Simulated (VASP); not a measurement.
# MgO: single point with r2SCAN

MgO:

```
CELL_PARAMETERS angstrom
3.48410 0.00000 0.01742
-1.74205 3.01732 -0.00871
0.02093 0.00000 4.18569
ATOMIC_POSITIONS crystal
Mg 0.66667 0.33333 0.75000
Mg 0.33333 0.66667 0.25000
O 0.66667 0.33333 0.25000
O 0.33333 0.66667 0.75000
```

This cell differs from its parent crystal: strain +0.0100 x Voigt [0, 0, 0, 0, 1, 0].

```
Program                : VASP 6.6.1
Task                   : single point
Functional             : r2SCAN
Potentials or basis    : VASP PAW PBE potentials, release 64 (Mg, O)
Cutoff                 : 520 eV
k mesh                 : 6 × 6 × 6
Occupations            : gaussian, width 0.05 eV
Spin                   : no spin polarisation
Dipole correction      : no
Further INCAR settings : ALGO = Normal; EDIFF = 1e-06; NBANDS = 16
```

The pressure is -0.8 GPa. The band gap on the k mesh is 4.08 eV.

Stress tensor (GPa, compression positive):
```
-0.68  0.00 -1.23
 0.00 -0.67  0.00
-1.23  0.00 -0.98
```

Levels at points of the mesh, in eV from the valence-band top:
```tsv
k point	band 4	band 5	band 6	band 7	band 8	band 9	band 10	band 11	band 12	band 13
(0.00, 0.00, 0.00)	-1.77	-1.77	-0.84	-0.84	0.00	4.08	10.38	13.16	13.47	13.47
(0.50, 0.00, 0.00)	-2.40	-2.38	-1.97	-1.31	-0.54	7.66	10.00	10.62	13.27	13.93
(0.00, 0.50, 0.00)	-2.40	-2.38	-1.97	-1.31	-0.54	7.66	10.00	10.62	13.27	13.93
(0.00, 0.00, 0.50)	-2.42	-1.34	-1.34	-1.30	-1.30	7.13	7.13	13.78	13.78	13.90
(0.50, 0.00, 0.50)	-3.87	-1.57	-1.56	-0.86	-0.80	8.01	8.04	12.95	13.08	15.14
(0.00, 0.50, 0.50)	-3.89	-1.57	-1.57	-0.83	-0.83	8.02	8.02	13.01	13.01	15.15
```

Wall time 5.1 min on 1 thread of AMD EPYC 7R13 (shared host), peak memory 0.17 GiB.

Caveat: the cell differs from its parent crystal (strain +0.0100 x Voigt [0, 0, 0, 0, 1, 0]); the PAW data sets were made with another functional, which shifts forces and pressure a little.
